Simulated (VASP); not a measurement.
# ZrSe2 (P-3m1) in VASP: single point with r2SCAN

Aim: the single point of ZrSe2 with r2SCAN.

Everything below comes from runs of VASP 6.6.1. Logs are shortened: lines on timing, memory, paths and dates and some standing lists are left out, and cuts for length are marked.

## 1. The cell of the first run

The structure is trigonal, space group P-3m1 (No. 164). The conventional cell has a = 3.798 Å, b = 3.798 Å, c = 6.192 Å, α = 90.00°, β = 90.00°, γ = 120.00°. Within 3.5 Å of Zr (site symmetry -3m) lie 6 Se at 2.68 Å. Within 3.5 Å of Se (site symmetry 3m) lie 3 Zr at 2.68 Å.

## 2. Single point, r2SCAN

The input, POSCAR:

```
ZrSe2
1.0
    3.7980000000      0.0000000000      0.0000000000
   -1.8990000000      3.2891644836      0.0000000000
    0.0000000000      0.0000000000      6.1920000000
Zr Se
1 2
Direct
    0.0000000000      0.0000000000      0.0000000000
    0.3333333333      0.6666666667      0.2500000000
    0.6666666667      0.3333333333      0.7500000000
```

The input, INCAR.step1:

```
SYSTEM = ZrSe2
  ALGO = Normal
  EDIFF = 1E-5
  ENCUT = 550
  GGA = PE
  GGA_COMPAT = .False.
  ISMEAR = 0
  LASPH = .True.
  LCHARG = .False.
  LREAL = .False.
  LWAVE = .True.
  NBANDS = 19
  NELM = 120
  PREC = Accurate
  SIGMA = 0.01
```

The input, INCAR.step2:

```
SYSTEM = ZrSe2
  ALGO = Normal
  EDIFF = 1E-6
  ENCUT = 550
  GGA_COMPAT = .False.
  ISIF = 2
  ISMEAR = 0
  ISTART = 1
  LASPH = .True.
  LCHARG = .False.
  LMIXTAU = .True.
  LREAL = .False.
  LWAVE = .False.
  METAGGA = R2SCAN
  NBANDS = 19
  NELM = 120
  PREC = Accurate
  SIGMA = 0.01
```

The input, KPOINTS:

```
k-points
0
Gamma
  6 6 3
  0 0 0
```

Potentials or basis: VASP PAW PBE potentials, release 64 (Zr_sv, Se).

Started as:

```
$ cat potpaw_PBE.64/Zr_sv/POTCAR potpaw_PBE.64/Se/POTCAR > POTCAR
$ cp INCAR.step1 INCAR
$ mpirun -np 1 vasp_std > vasp.out
$ cp INCAR.step2 INCAR
$ mpirun -np 1 vasp_std > vasp.out
```

OUTCAR:

```text
SYSTEM = ZrSe2
   EDIFF = 1E-6
   ENCUT = 550
   ISIF = 2
   ISMEAR = 0
   ISTART = 1
   LASPH = .True.
   LREAL = .False.
   METAGGA = R2SCAN
   NELM = 120
   PREC = Accurate

 ion  position               nearest neighbor table
   1  0.000  0.000  0.000-   2 2.68   3 2.68   3 2.68   2 2.68   3 2.68   2 2.68
   2  0.333  0.667  0.250-   1 2.68   1 2.68   1 2.68
   3  0.667  0.333  0.750-   1 2.68   1 2.68   1 2.68

  LATTYP: Found a hexagonal cell.
 ALAT       =     3.7980000000
 C/A-ratio  =     1.6303317536

  Lattice vectors:

 A1 = (   3.7980000000,   0.0000000000,   0.0000000000)
 A2 = (  -1.8990000000,   3.2891644836,   0.0000000000)
 A3 = (   0.0000000000,   0.0000000000,   6.1920000000)

Analysis of symmetry for initial positions (statically):
=====================================================================
 Subroutine PRICEL returns:
 Original cell was already a primitive cell.

 Routine SETGRP: Setting up the symmetry group for a
 hexagonal supercell.

 Subroutine GETGRP returns: Found 12 space group operations
 (whereof 12 operations were pure point group operations)
 out of a pool of 24 trial point group operations.

The static configuration has the point symmetry D_3d.

Analysis of symmetry for dynamics (positions and initial velocities):
=====================================================================
 Subroutine PRICEL returns:
 Original cell was already a primitive cell.

 Routine SETGRP: Setting up the symmetry group for a
 hexagonal supercell.

 Subroutine GETGRP returns: Found 12 space group operations
 (whereof 12 operations were pure point group operations)
 out of a pool of 24 trial point group operations.

The dynamic configuration has the point symmetry D_3d.

 Subroutine INISYM returns: Found 12 space group operations
 (whereof 12 operations are pure point group operations),
 and found     1 'primitive' translations

----------------------------------------------------------------------------------------

                                     Primitive cell

  volume of cell :      77.3520

[... 75 lines left out ...]
   ICHARG =      0    charge: 1-file 2-atom 10-const
   ISPIN  =      1    spin polarized calculation?
   LNONCOLLINEAR =      F non collinear calculations
   LSORBIT =      F    spin-orbit coupling
   LASPH  =      T    aspherical Exc in radial PAW
   ENCUT  =  550.0 eV  40.42 Ry    6.36 a.u.   7.26  7.26 11.84*2*pi/ulx,y,z
   NELM   =    120;   NELMIN=  2; NELMDL=  0     # of ELM steps
   EDIFF  = 0.1E-05   stopping-criterion for ELM
   LREAL  =      F    real-space projection
   EDIFFG = 0.1E-04   stopping-criterion for IOM
   NSW    =      0    number of steps for IOM
   IBRION =     -1    ionic relax: 0-MD 1-quasi-New 2-CG
   NFREE  =      0    steps in history (QN), initial steepest desc. (CG)
   ISIF   =      2    stress and relaxation
   ISYM   =      2    0-nonsym 1-usesym 2-fastsym
   POTIM  = 0.5000    time-step for ionic-motion
   TEBEG  =    0.0;   TEEND  =   0.0 temperature during run
   PSTRESS=    0.0 pullay stress
   NELECT =      24.0000    total number of electrons
   NUPDOWN=      -1.0000    fix difference up-down
   EMIN   =  10.00;   EMAX   =-10.00  energy-range for DOS
   EFERMI =   0.00;   METHOD = LEGACY
   ISMEAR =     0;   SIGMA  =   0.01  broadening in eV -4-tet -1-fermi 0-gaus
   EFERMI_NEDOS =   21; number of points for ismear=-14 and -15
   IALGO  =     38    algorithm
   IMIX   =      4    mixing-type and parameters
     AMIX     =   0.40;   BMIX     =  1.00
     AMIX_MAG =   1.60;   BMIX_MAG =  1.00
  volume/ion in A,a.u.               =      25.78       174.00
  Fermi-wavevector in a.u.,A,eV,Ry     =   1.108293  2.094371 16.712230  1.228314
  Thomas-Fermi vector in A             =   2.244819
   LORBIT       =      0    0 simple, 1 ext, 2 COOP (PROOUT), +10 PAW based schemes
   METAGGA = R2SCAN    functional components
   LHFCALC =     F    Hartree Fock is set to
   AEXX    =    0.0000 exact exchange contribution
   IVDW    =     0    specifies the selected vdW correction
   LEPSILON=     F    determine dielectric tensor
   LRPA    =     F    only Hartree local field effects (RPA)
 non-spin polarized calculation
 Gauss-broadening in eV      SIGMA  =   0.01
  energy-cutoff  :      550.00
  volume of cell :       77.35
 maximum number of plane-waves:      2298
 NGX is ok and might be reduce to    30
   NGX = 15   NGY = 15   NGZ = 23

 number of electron      24.0000004 magnetization

 Free energy of the ion-electron system (eV)
  ---------------------------------------------------
  ext. energy  EPLUGINS =         0.00000000
  ---------------------------------------------------
  free energy    TOTEN  =       -56.09065368 eV

  energy without entropy =      -56.09065368  energy(sigma->0) =      -56.09065368

 E-fermi :   4.0444     XC(G=0):  -9.9341

 val. band max:        3.9979305485   @ k =   0.0000   0.0000   0.0000
 cond. band min:       4.7444363602   @ k =   0.5000  -0.0000   0.3333
 fundamental gap:      0.7465058117
 Fermi energy:         4.0443841805

 k-point     1 :       0.0000    0.0000    0.0000
  band No.  band energies     occupation
      1     -47.1894      2.00000
      2     -24.5345      2.00000
      3     -24.4181      2.00000
      4     -24.4181      2.00000
      5      -9.6868      2.00000
      6      -8.3685      2.00000
[... 351 lines left out ...]
      6      -8.4469      2.00000
[... 11 lines left out ...]
     18      11.8940      0.00000
     19      12.5344      0.00000

------------------------ aborting loop because EDIFF is reached ----------------------------------------

  FORCE on cell =-STRESS in cart. coord.  units (eV):
  Direction    XX          YY          ZZ          XY          YZ          ZX
  --------------------------------------------------------------------------------------
  -------------------------------------------------------------------------------------
  Total        0.6616946      0.6616946      0.8855557      0.0000000      0.0000000      0.0000000
  in kB       13.7055558     13.7055558     18.3423486      0.0000000      0.0000000      0.0000000
  external PRESSURE =      15.2511534 kB  Pullay stress =       0.0000000 kB

 VOLUME and BASIS-vectors are now :
 -----------------------------------------------------------------------------
  energy-cutoff  :      550.00
  volume of cell :       77.35
      direct lattice vectors                 reciprocal lattice vectors
     3.798000000  0.000000000  0.000000000     0.263296472  0.152014289  0.000000000
    -1.899000000  3.289164484  0.000000000     0.000000000  0.304028578  0.000000000
     0.000000000  0.000000000  6.192000000     0.000000000  0.000000000  0.161498708

 POSITION                                       TOTAL-FORCE (eV/Angst)
 -----------------------------------------------------------------------------------
      0.00000      0.00000      0.00000        -0.000000      0.000000      0.000000
     -0.00000      2.19278      1.54800         0.000000      0.000000      0.147685
      1.89900      1.09639      4.64400        -0.000000     -0.000000     -0.147685
 -----------------------------------------------------------------------------------
    total drift:                                0.000000      0.000000     -0.000000

  FREE ENERGIE OF THE ION-ELECTRON SYSTEM (eV)
  ---------------------------------------------------
  free  energy   TOTEN  =       -56.0906536841 eV

  energy  without entropy=      -56.0906536841  energy(sigma->0) =      -56.09065368
```

OUTCAR.step1:

```text
SYSTEM = ZrSe2
   EDIFF = 1E-5
   ENCUT = 550
   GGA = PE
   ISMEAR = 0
[... 591 lines left out ...]
      0.00000      0.00000      0.00000        -0.000000      0.000000      0.000000
     -0.00000      2.19278      1.54800        -0.000000      0.000000      0.288455
      1.89900      1.09639      4.64400         0.000000     -0.000000     -0.288455
 -----------------------------------------------------------------------------------
    total drift:                                0.000000      0.000000     -0.000000

  FREE ENERGIE OF THE ION-ELECTRON SYSTEM (eV)
  ---------------------------------------------------
  free  energy   TOTEN  =       -19.5497480862 eV

  energy  without entropy=      -19.5497480862  energy(sigma->0) =      -19.54974809
```

Wall time 94 s (1 thread of Intel Xeon Platinum 8375C at 2.90GHz (Ice Lake), shared host); peak memory 0.21 GiB.

Results:

```yaml
Free_energy: -56.0907 eV
Pressure: 1.5 GPa
Largest_force: 0.148 eV/Å
Band_gap_on_the_k_mesh: 0.75 eV (least direct gap 1.34 eV)
```

Forces on the atoms (eV/Å):
```
Zr   0.000  0.000  0.000
Se   0.000  0.000  0.148
Se   0.000  0.000 -0.148
```

Stress tensor (GPa, compression positive):
```
1.37 0.00 0.00
0.00 1.37 0.00
0.00 0.00 1.83
```

Levels at points of the mesh, in eV from the valence-band top:
| k point | band 10 | band 11 | band 12 | band 13 | band 14 | band 15 |
| --- | --- | --- | --- | --- | --- | --- |
| (0.00, 0.00, 0.00) | -0.07 | -0.07 | 0.00 | 1.34 | 1.34 | 1.94 |
| (0.50, 0.00, 0.00) | -2.61 | -2.18 | -1.42 | 0.87 | 2.85 | 3.23 |

Caveat: semilocal functionals underestimate gaps, and a narrow one can read as zero; the PAW data sets were made with another functional, which shifts forces and pressure a little.
